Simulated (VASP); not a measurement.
# GaN: vibrations by perturbation theory with LDA

The system is GaN.

```xyz
2
Lattice="0.0000 2.1777 2.1777 2.1777 0.0000 2.1777 2.1777 2.1777 0.0000" Properties=species:S:1:pos:R:3 pbc="T T T"
Ga    0.0000    0.0000    0.0000
N     3.2665    3.2665    3.2665
```

```json
{
  "Program": "VASP 6.6.1",
  "Task": "vibrations by perturbation theory",
  "Functional": "LDA",
  "Potentials or basis": "VASP PAW LDA potentials, release 64 (Ga_d, N)",
  "Cutoff": "520 eV",
  "k mesh": "10 × 10 × 10",
  "Occupations": "gaussian, width 0.01 eV",
  "Spin": "no spin polarisation",
  "Dipole correction": "no",
  "Further INCAR settings": "ALGO = Normal; EDIFF = 1e-08; NBANDS = 16; IBRION = 8; NSW = 1"
}
```

The electronic dielectric tensor (diagonal) is 5.41, the born charges (mean of the diagonal) is Ga +2.59; N -2.59 e and the highest phonon frequency at Γ, LO-TO splitting left out is 616 cm⁻¹.

Phonon frequencies in cm⁻¹ (negative: imaginary):
```csv
q point,frequencies
"(0.000, 0.000, 0.000)",0 0 0 616 616 616
```

Electronic dielectric tensor:
```
5.41 0.00 0.00
0.00 5.41 0.00
0.00 0.00 5.41
```

Born effective charge tensors (e):
atom 1, Ga
```
2.59 0.00 0.00
0.00 2.59 0.00
0.00 0.00 2.59
```
atom 2, N
```
-2.59  0.00  0.00
 0.00 -2.59  0.00
 0.00  0.00 -2.59
```

It took 6.9 min on 1 thread of Intel Xeon 8259CL, on a shared host, peak memory 0.26 GiB.

Caveat: the cell stands under pressure or tension, which shifts response properties.
